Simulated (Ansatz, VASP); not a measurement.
## One calculation of Ta2W, two programs

```xyz
3
Lattice="4.7407 0.0000 0.0000 -2.3704 4.1056 0.0000 0.0000 0.0000 2.6868" Properties=species:S:1:pos:R:3 pbc="T T T"
Ta    0.0000    2.7371    1.3434
Ta    2.3704    1.3685    1.3434
W     0.0000    0.0000    0.0000
```

Alike in both runs: functional r2SCAN; k mesh 6 × 6 × 4; occupations gaussian, width 0.1 eV; no spin polarisation.

Ansatz relaxed the structure, and its values are those at the end. VASP's run is a single point on that final structure, the one shown.

|  | VASP | Ansatz |
| --- | --- | --- |
| version | VASP 6.6.1 | Ansatz 0.2.0 |
| potentials or method | VASP PAW PBE potentials, release 64 (Ta_pv, W_sv), cutoff 520 eV | scalar-relativistic, plane waves, PAW |
| valence electrons in the cell | 36 | 40 |

```tsv
	VASP	Ansatz	Ansatz less VASP
gap on the k mesh at the Fermi level (eV)	none	none	-
pressure (GPa)	0.8	0.0	-0.83
```

VASP's potentials were made for PBE, not for r2SCAN. A gap of «none» marks a metal or a gap that the smearing closes. VASP's potentials hold 36 valence electrons a cell and Ansatz's 40, so a difference there can come from the potentials and not from the codes.

The k mesh is coarse, so the values compare programs but aren't converged. Spin-orbit coupling is off throughout.
